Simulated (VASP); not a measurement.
The system is AlN.

```
Al N
1.0
     3.13362    0.00000    0.00000
    -1.56681    2.71379    0.00000
     0.00000    0.00000    5.01399
Al N
2 2
Cartesian
  1.5668 0.9046 2.5070
  0.0000 1.8092 0.0000
  1.5668 0.9046 4.4123
  0.0000 1.8092 1.9053
```

Base run:

| Property | Result |
| --- | --- |
| Program | VASP 6.6.1 |
| Functional | SVWN5 |
| Potentials or basis | VASP PAW PBE potentials, release 64 (Al, N) |
| Cutoff | 520 eV |
| k mesh | 10 × 10 × 6 |
| Occupations | fermi-dirac, width 0.05 eV |
| Spin | no spin polarisation |

Its results: band gap on the k mesh 4.06 eV, direct; pressure -7.7 GPa; largest force 0.106 eV/Å.

Task: After a change of settings the same cell gave: band gap on the k mesh 4.10 eV, direct; pressure -17.6 GPa; largest force 0.136 eV/Å. Which change was it?
A. functional from SVWN5 to PBEsol; further incar settings from ALGO = Normal; EDIFF = 1e-07; NBANDS = 16 to ALGO = Normal; EDIFF = 1e-06; NBANDS = 16
B. functional from SVWN5 to RPBE; dispersion from none to D3(BJ)
C. functional from SVWN5 to LDA; potentials or basis from VASP PAW PBE potentials, release 64 (Al, N) to VASP PAW LDA potentials, release 64 (Al, N)
D. functional from SVWN5 to BLYP; further incar settings from ALGO = Normal; EDIFF = 1e-07; NBANDS = 16 to ALGO = Normal; EDIFF = 1e-06; NBANDS = 16

Result: B.

Caveats: the PAW data sets were made with another functional, which shifts forces and pressure a little.
